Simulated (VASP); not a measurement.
Si2N:

```
Si N
1.0
     2.73063    0.00000    0.00000
    -1.36531    2.36479    0.00000
     0.00000    0.00000    5.38803
Si N
2 1
Direct
  0.66667 0.33333 0.75213
  0.33333 0.66667 0.24787
  0.00000 0.00000 0.00000
```

```yaml
Program: VASP 6.6.1
Task: relaxation of cell and atoms
Functional: PBE
Potentials_or_basis: VASP PAW PBE potentials, release 64 (Si, N)
Cutoff: 600 eV
k_mesh: 18 × 18 × 10
Occupations: gaussian, width 0.1 eV
Spin: no spin polarisation
```

At the start: pressure 0.2 GPa; volume 11.60 Å³/atom.

Task: Where does the relaxation end?

Result: Over 11 steps the energy falls by 5.3 meV/atom and the volume is 11.91 Å³/atom (+2.7 %); space group P-3m1 (No. 164, to 0.05 Å).

Step by step:
| step | energy change (eV) | largest force (eV/Å) | pressure (GPa) | volume (Å³) |
| --- | --- | --- | --- | --- |
| 1 | 0.0000 | 0.2012 | 0.19 | 34.79 |
| 2 | -0.0058 | 0.1342 | 0.57 | 34.86 |
| 3 | -0.0121 | 0.0170 | 1.59 | 35.02 |
| 4 | -0.0150 | 0.1286 | -0.14 | 35.61 |
| 5 | -0.0150 | 0.1235 | -0.07 | 35.59 |
| 6 | -0.0156 | 0.0250 | -0.23 | 35.86 |
| 7 | -0.0157 | 0.0187 | -0.16 | 35.78 |
| 8 | -0.0158 | 0.0038 | 0.05 | 35.74 |
| 9 | -0.0158 | 0.0093 | 0.10 | 35.73 |
| 10 | -0.0158 | 0.0192 | 0.07 | 35.74 |
| 11 | -0.0158 | 0.0076 | 0.07 | 35.74 |

Final structure:
```
CELL_PARAMETERS angstrom
2.72250 0.00000 0.00000
-1.36125 2.35775 0.00000
0.00000 0.00000 5.56750
ATOMIC_POSITIONS crystal
Si 0.66667 0.33333 0.76056
Si 0.33333 0.66667 0.23944
N 0.00000 0.00000 0.00000
```
